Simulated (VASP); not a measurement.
# Cl (Pm-3n) in VASP: a series of runs

Cl is run at these levels: PBEsol; tasks: single point, relaxation of cell and atoms.

All numbers are computed with VASP 6.6.1; they aren't measurements. Logs are shortened: lines on timing, memory, paths and dates and some standing lists are left out, and cuts for length are marked.

### Step 1. The cell of the first run

Symmetry: Pm-3n, No. 223, cubic system. Conventional cell: a = 5.335 Å, b = 5.335 Å, c = 5.335 Å, α = 90.00°, β = 90.00°, γ = 90.00°. Within 3.9 Å of Cl (site symmetry m-3) lie 12 Cl at 2.98 Å. Within 3.5 Å of Cl (site symmetry -4m2) lie 14 Cl at 2.67 to 3.27 Å.

### Step 2. Single point, PBEsol

The input, INCAR:

```
ALGO = Normal
EDIFF = 1E-6
ENCUT = 520
GGA = PS
ISIF = 2
ISMEAR = 0
LASPH = T
LCHARG = T
LELF = T
LREAL = F
LVHAR = T
LWAVE = F
NBANDS = 38
NELM = 100
PREC = Accurate
SIGMA = 0.1
```

The input, KPOINTS:

```
k-points
0
Gamma
  8 8 8
```

The input, POSCAR:

```
Cl
1.0
    5.3348027824      0.0000000000      0.0000000000
    0.0000000000      5.3348027824      0.0000000000
    0.0000000000      0.0000000000      5.3348027824
Cl
8
Direct
    0.5000000000      0.5000000000      0.5000000000
    0.0000000000      0.0000000000      0.0000000000
    0.2500000000      0.0000000000      0.5000000000
    0.5000000000      0.2500000000      0.0000000000
    0.5000000000      0.7500000000      0.0000000000
    0.7500000000      0.0000000000      0.5000000000
    0.0000000000      0.5000000000      0.7500000000
    0.0000000000      0.5000000000      0.2500000000
```

Potentials or basis: VASP PAW PBE potentials, release 64 (Cl).

Run with:

```sh
> cat potpaw_PBE.64/Cl/POTCAR > POTCAR
> mpirun -np 1 vasp_std > vasp.out
```

OUTCAR:

```text
EDIFF = 1E-6
   ENCUT = 520
   GGA = PS
   ISIF = 2
   ISMEAR = 0
   LASPH = T
   LREAL = F
   NELM = 100
   PREC = Accurate

 ion  position               nearest neighbor table
   1  0.500  0.500  0.500-
   2  0.000  0.000  0.000-
   3  0.250  0.000  0.500-
   4  0.500  0.250  0.000-
   5  0.500  0.750  0.000-
   6  0.750  0.000  0.500-
   7  0.000  0.500  0.750-
   8  0.000  0.500  0.250-

  LATTYP: Found a simple cubic cell.
 ALAT       =     5.3348027824

  Lattice vectors:

 A1 = (   5.3348027824,   0.0000000000,   0.0000000000)
 A2 = (   0.0000000000,   5.3348027824,   0.0000000000)
 A3 = (   0.0000000000,   0.0000000000,   5.3348027824)

Analysis of symmetry for initial positions (statically):
=====================================================================
 Subroutine PRICEL returns:
 Original cell was already a primitive cell.

 Routine SETGRP: Setting up the symmetry group for a
 simple cubic supercell.

 Subroutine GETGRP returns: Found 48 space group operations
 (whereof 24 operations were pure point group operations)
 out of a pool of 48 trial point group operations.

The static configuration has the point symmetry T_h .
 The point group associated with its full space group is O_h .

Analysis of symmetry for dynamics (positions and initial velocities):
=====================================================================
 Subroutine PRICEL returns:
 Original cell was already a primitive cell.

 Routine SETGRP: Setting up the symmetry group for a
 simple cubic supercell.

 Subroutine GETGRP returns: Found 48 space group operations
 (whereof 24 operations were pure point group operations)
 out of a pool of 48 trial point group operations.

The dynamic configuration has the point symmetry T_h .
 The point group associated with its full space group is O_h .

 Subroutine INISYM returns: Found 48 space group operations
 (whereof 24 operations are pure point group operations),
 and found     1 'primitive' translations

----------------------------------------------------------------------------------------

                                     Primitive cell

  volume of cell :     151.8291

  direct lattice vectors                    reciprocal lattice vectors
     5.334802782  0.000000000  0.000000000     0.187448354  0.000000000  0.000000000
     0.000000000  5.334802782  0.000000000     0.000000000  0.187448354  0.000000000
     0.000000000  0.000000000  5.334802782     0.000000000  0.000000000  0.187448354

  length of vectors
     5.334802782  5.334802782  5.334802782     0.187448354  0.187448354  0.187448354

  position of ions in fractional coordinates (direct lattice)
     0.500000000  0.500000000  0.500000000
     0.000000000  0.000000000  0.000000000
     0.250000000  0.000000000  0.500000000
     0.500000000  0.250000000  0.000000000
     0.500000000  0.750000000  0.000000000
     0.750000000  0.000000000  0.500000000
     0.000000000  0.500000000  0.750000000
     0.000000000  0.500000000  0.250000000

  ion indices of the primitive-cell ions
   primitive index   ion index
                 1           1
                 2           2
                 3           3
                 4           4
                 5           5
                 6           6
                 7           7
                 8           8

----------------------------------------------------------------------------------------

 KPOINTS: k-points

Automatic generation of k-mesh.
 Grid dimensions read from file:
 generate k-points for:    8    8    8

 Generating k-lattice:

  Cartesian coordinates                     Fractional coordinates (reciprocal lattice)
     0.023431044  0.000000000  0.000000000     0.125000000  0.000000000  0.000000000
     0.000000000  0.023431044  0.000000000     0.000000000  0.125000000  0.000000000
     0.000000000  0.000000000  0.023431044     0.000000000  0.000000000  0.125000000

  Length of vectors
     0.023431044  0.023431044  0.023431044

  Shift w.r.t. Gamma in fractional coordinates (k-lattice)
     0.000000000  0.000000000  0.000000000

 Subroutine IBZKPT returns following result:
 ===========================================

 Found     35 irreducible k-points:

 Following reciprocal coordinates:
            Coordinates               Weight
  0.000000  0.000000  0.000000      1.000000
  0.125000  0.000000  0.000000      6.000000
  0.250000  0.000000  0.000000      6.000000
  0.375000  0.000000  0.000000      6.000000
  0.500000  0.000000  0.000000      3.000000
  0.125000  0.125000  0.000000     12.000000
[... 16 lines left out ...]
  0.375000  0.375000  0.125000     24.000000
  0.500000  0.375000  0.125000     24.000000
 [... further k-points ...]
   k-points           NKPTS =     35   k-points in BZ     NKDIM =     35   number of bands    NBANDS=     38
   number of dos      NEDOS =    301   number of ions     NIONS =      8
   total plane-waves  NPLWV =  64000
   dimension x,y,z NGX =    40 NGY =   40 NGZ =   40
   dimension x,y,z NGXF=    80 NGYF=   80 NGZF=   80
   ions per type =               8
   NGX,Y,Z   is equivalent  to a cutoff of  12.47, 12.47, 12.47 a.u.
   NGXF,Y,Z  is equivalent  to a cutoff of  24.93, 24.93, 24.93 a.u.
 SYSTEM =  unknown system
   PREC   = accura    normal or accurate (medium, high low for compatibility)
   ISTART =      0    job   : 0-new  1-cont  2-samecut
   ICHARG =      2    charge: 1-file 2-atom 10-const
   ISPIN  =      1    spin polarized calculation?
   LNONCOLLINEAR =      F non collinear calculations
   LSORBIT =      F    spin-orbit coupling
   LASPH  =      T    aspherical Exc in radial PAW
   ENCUT  =  520.0 eV  38.22 Ry    6.18 a.u.   9.92  9.92  9.92*2*pi/ulx,y,z
   NELM   =    100;   NELMIN=  2; NELMDL= -5     # of ELM steps
   EDIFF  = 0.1E-05   stopping-criterion for ELM
   LREAL  =      F    real-space projection
   EDIFFG = 0.1E-04   stopping-criterion for IOM
   NSW    =      0    number of steps for IOM
   IBRION =     -1    ionic relax: 0-MD 1-quasi-New 2-CG
   NFREE  =      0    steps in history (QN), initial steepest desc. (CG)
   ISIF   =      2    stress and relaxation
   ISYM   =      2    0-nonsym 1-usesym 2-fastsym
   POTIM  = 0.5000    time-step for ionic-motion
   TEBEG  =    0.0;   TEEND  =   0.0 temperature during run
   PSTRESS=    0.0 pullay stress
   NELECT =      56.0000    total number of electrons
   NUPDOWN=      -1.0000    fix difference up-down
   EMIN   =  10.00;   EMAX   =-10.00  energy-range for DOS
   EFERMI =   0.00;   METHOD = LEGACY
   ISMEAR =     0;   SIGMA  =   0.10  broadening in eV -4-tet -1-fermi 0-gaus
   EFERMI_NEDOS =   21; number of points for ismear=-14 and -15
   IALGO  =     38    algorithm
   IMIX   =      4    mixing-type and parameters
     AMIX     =   0.40;   BMIX     =  1.00
     AMIX_MAG =   1.60;   BMIX_MAG =  1.00
  volume/ion in A,a.u.               =      18.98       128.07
  Fermi-wavevector in a.u.,A,eV,Ry     =   1.174048  2.218629 18.754113  1.378388
  Thomas-Fermi vector in A             =   2.310451
   LORBIT       =      0    0 simple, 1 ext, 2 COOP (PROOUT), +10 PAW based schemes
   GGA     = PS    functional components
   LHFCALC =     F    Hartree Fock is set to
   AEXX    =    0.0000 exact exchange contribution
   IVDW    =     0    specifies the selected vdW correction
   LEPSILON=     F    determine dielectric tensor
   LRPA    =     F    only Hartree local field effects (RPA)
 non-spin polarized calculation
 Gauss-broadening in eV      SIGMA  =   0.10
  energy-cutoff  :      520.00
  volume of cell :      151.83
 maximum number of plane-waves:      4130
 NGX is ok and might be reduce to    40
   NGX = 19   NGY = 19   NGZ = 19

 number of electron      55.9999982 magnetization

 Free energy of the ion-electron system (eV)
  ---------------------------------------------------
  ext. energy  EPLUGINS =         0.00000000
  ---------------------------------------------------
  free energy    TOTEN  =       -10.40692964 eV

  energy without entropy =      -10.36112195  energy(sigma->0) =      -10.38402579

 E-fermi :   2.9761     XC(G=0): -10.3292

 val. band max:        2.9719832831   @ k =   0.3750   0.3750   0.1250
 cond. band min:       2.9903897115   @ k =   0.1250   0.1250   0.1250
 fundamental gap:      0.0184064284
 Fermi energy:         2.9761118623

 k-point     1 :       0.0000    0.0000    0.0000
  band No.  band energies     occupation
      1     -13.1694      2.00000
      2     -11.4844      2.00000
      3     -11.4844      2.00000
      4     -11.1337      2.00000
      5     -10.2527      2.00000
      6     -10.1617      2.00000
[... 30 lines left out ...]
     37      13.0897      0.00000
     38      13.3472      0.00000

 k-point     2 :       0.1250    0.0000    0.0000
  band No.  band energies     occupation
      1     -13.1193      2.00000
      2     -11.5437      2.00000
      3     -11.4482      2.00000
      4     -11.1569      2.00000
      5     -10.2840      2.00000
      6     -10.1945      2.00000
[... 30 lines left out ...]
     37      13.1695      0.00000
     38      13.4836      0.00000

 k-point     3 :       0.2500    0.0000    0.0000
  band No.  band energies     occupation
      1     -12.9719      2.00000
      2     -11.7609      2.00000
      3     -11.3469      2.00000
      4     -11.1478      2.00000
      5     -10.3674      2.00000
      6     -10.2953      2.00000
[... 30 lines left out ...]
     37      13.3830      0.00000
     38      13.4446      0.00000

 k-point     4 :       0.3750    0.0000    0.0000
  band No.  band energies     occupation
      1     -12.7364      2.00000
      2     -12.0871      2.00000
      3     -11.2077      2.00000
      4     -11.0972      2.00000
      5     -10.4683      2.00000
      6     -10.4340      2.00000
[... 30 lines left out ...]
     37      13.5239      0.00000
     38      13.5346      0.00000
[... 703 lines left out ...]
      4     -11.0218      2.00000
      5     -10.9210      2.00000
      6     -10.6110      2.00000
[... 30 lines left out ...]
     37      13.1305      0.00000
     38      13.5154      0.00000

 k-point    23 :       0.3750    0.3750    0.1250
  band No.  band energies     occupation
      1     -12.2823      2.00000
      2     -11.7251      2.00000
      3     -11.6451      2.00000
      4     -11.0808      2.00000
      5     -10.9508      2.00000
      6     -10.5280      2.00000
[... 30 lines left out ...]
     37      13.5362      0.00000
     38      13.6143      0.00000

 k-point    24 :       0.5000    0.3750    0.1250
  band No.  band energies     occupation
      1     -12.0413      2.00000
      2     -11.9558      2.00000
      3     -11.5166      2.00000
      4     -11.2805      2.00000
      5     -10.8549      2.00000
      6     -10.5804      2.00000
[... 30 lines left out ...]
     37      13.4250      0.00000
     38      13.9583      0.00000

 [... further k-points ...]
[... 5 lines left out ...]
  --------------------------------------------------------------------------------------
  -------------------------------------------------------------------------------------
  Total       -0.0930119     -0.0930119     -0.0930119     -0.0000000      0.0000000     -0.0000000
  in kB       -0.9815083     -0.9815083     -0.9815083     -0.0000000      0.0000000     -0.0000000
  external PRESSURE =      -0.9815083 kB  Pullay stress =       0.0000000 kB

 VOLUME and BASIS-vectors are now :
 -----------------------------------------------------------------------------
  energy-cutoff  :      520.00
  volume of cell :      151.83
      direct lattice vectors                 reciprocal lattice vectors
     5.334802782  0.000000000  0.000000000     0.187448354  0.000000000  0.000000000
     0.000000000  5.334802782  0.000000000     0.000000000  0.187448354  0.000000000
     0.000000000  0.000000000  5.334802782     0.000000000  0.000000000  0.187448354

 POSITION                                       TOTAL-FORCE (eV/Angst)
 -----------------------------------------------------------------------------------
      2.66740      2.66740      2.66740         0.000000      0.000000     -0.000000
      0.00000      0.00000      0.00000         0.000000      0.000000     -0.000000
      1.33370      0.00000      2.66740         0.000000     -0.000000     -0.000000
      2.66740      1.33370      0.00000        -0.000000     -0.000000      0.000000
      2.66740      4.00110      0.00000        -0.000000      0.000000     -0.000000
      4.00110      0.00000      2.66740        -0.000000      0.000000      0.000000
      0.00000      2.66740      4.00110         0.000000     -0.000000      0.000000
      0.00000      2.66740      1.33370         0.000000      0.000000     -0.000000
 -----------------------------------------------------------------------------------
    total drift:                                0.000000     -0.000000      0.000000

  FREE ENERGIE OF THE ION-ELECTRON SYSTEM (eV)
  ---------------------------------------------------
  free  energy   TOTEN  =       -10.4069296391 eV

  energy  without entropy=      -10.3611219485  energy(sigma->0) =      -10.38402579
```

Wall time 86 s (1 thread of AMD EPYC 9R45 (Zen 5), shared host); peak memory 0.27 GiB.

What came out:

* Free energy: -10.4069 eV
* Pressure: -0.1 GPa
* Band gap on the k mesh: zero (band 28 reaches 3.27 eV, above the bottom of band 29 at 2.28 eV)

Levels at points of the mesh, in eV from the Fermi level:
```
           k point  band 25  band 26  band 27  band 28  band 29  band 30  band 31  band 32
(0.00, 0.00, 0.00)    -0.37    -0.37     0.25     0.25     0.25     1.61     1.61     1.61
(0.50, 0.00, 0.00)    -0.56    -0.56     0.26     0.26     0.41     0.41     1.53     1.53
(0.50, 0.50, 0.00)    -0.49    -0.49    -0.48    -0.35    -0.32     0.40     0.40     1.44
(0.50, 0.50, 0.50)    -1.07    -1.07    -0.70    -0.70    -0.70    -0.70    -0.70    -0.70
```

Caveat: the PAW data sets were made with another functional, which shifts forces and pressure a little.

### Step 3. Relaxation of cell and atoms, PBEsol

This run uses another cell than the first one, of 18.88 Å³/atom, 0.995 times its volume.

The input, INCAR:

```
SYSTEM = Cl
PREC = Accurate ; ENCUT = 600
EDIFF = 1E-6 ; ISMEAR = 0
SIGMA = 0.1 ; LREAL = .False.
LASPH = .True. ; NELM = 100
ALGO = Normal ; ISIF = 3
LWAVE = .False. ; LCHARG = .False.
GGA = PS ; IBRION = 2
NSW = 100 ; EDIFFG = -0.01
```

The input, KPOINTS:

```
regular mesh
0
Gamma
  8 8 8
  0 0 0
```

Edit POSCAR of step 2 so:

```diff
@@ -2,5 +2,5 @@
 1.0
-    5.3348027824      0.0000000000      0.0000000000
-    0.0000000000      5.3348027824      0.0000000000
-    0.0000000000      0.0000000000      5.3348027824
+    5.3259346082      0.0000000000      0.0000000000
+    0.0000000000      5.3259346082      0.0000000000
+    0.0000000000      0.0000000000      5.3259346082
 Cl
```

Potentials or basis: VASP PAW PBE potentials, release 64 (Cl).

Run with:

```sh
> cat potpaw_PBE.64/Cl/POTCAR > POTCAR
> mpirun -np 1 vasp_std > vasp.out
```

Wall time 3.3 min (1 thread of AMD EPYC 9R45 (Zen 5), shared host); peak memory 0.36 GiB.

It converged, with:

```yaml
Free_energy: -10.4083 eV
Relaxed_volume: 18.95 Å³/atom
Relaxed_cell: a = 5.332 Å, b = 5.332 Å, c = 5.332 Å, α = 90.00°, β = 90.00°, γ = 90.00°
Space_group_after_relaxing_to_0.05_Å: Pm-3n (No. 223)
Energy_gained_by_relaxing: 0.0 meV/atom
Ionic_steps: 2
Pressure_after_relaxing: 0.0 GPa
Band_gap_on_the_k_mesh: zero (band 28 reaches 3.29 eV, above the bottom of band 29 at 2.29 eV)
```

Step by step:
```
step  energy change (eV)  largest force (eV/Å)  pressure (GPa)  volume (Å³)
   1              0.0000                0.0000            0.20       151.07
   2             -0.0004                0.0000            0.04       151.60
```

Final structure:
```cif
data_structure
_symmetry_space_group_name_H-M 'P 1'
_symmetry_Int_Tables_number 1
_cell_length_a 5.3321
_cell_length_b 5.3321
_cell_length_c 5.3321
_cell_angle_alpha 90.000
_cell_angle_beta 90.000
_cell_angle_gamma 90.000
_cell_volume 151.60
loop_
_atom_site_label
_atom_site_type_symbol
_atom_site_fract_x
_atom_site_fract_y
_atom_site_fract_z
_atom_site_occupancy
Cl1 Cl 0.50000 0.50000 0.50000 1
Cl2 Cl 0.00000 0.00000 0.00000 1
Cl3 Cl 0.25000 0.00000 0.50000 1
Cl4 Cl 0.50000 0.25000 0.00000 1
Cl5 Cl 0.50000 0.75000 0.00000 1
Cl6 Cl 0.75000 0.00000 0.50000 1
Cl7 Cl 0.00000 0.50000 0.75000 1
Cl8 Cl 0.00000 0.50000 0.25000 1
```

Levels at points of the mesh, in eV from the Fermi level:
```tsv
k point	band 26	band 27	band 28	band 29	band 30	band 31
(0.00, 0.00, 0.00)	-0.37	0.25	0.25	0.25	1.62	1.62
(0.50, 0.00, 0.00)	-0.56	0.26	0.26	0.41	0.41	1.53
(0.50, 0.50, 0.00)	-0.49	-0.48	-0.35	-0.32	0.40	0.40
(0.50, 0.50, 0.50)	-1.08	-0.70	-0.70	-0.70	-0.70	-0.70
```

Caveat: the PAW data sets were made with another functional, which shifts forces and pressure a little.
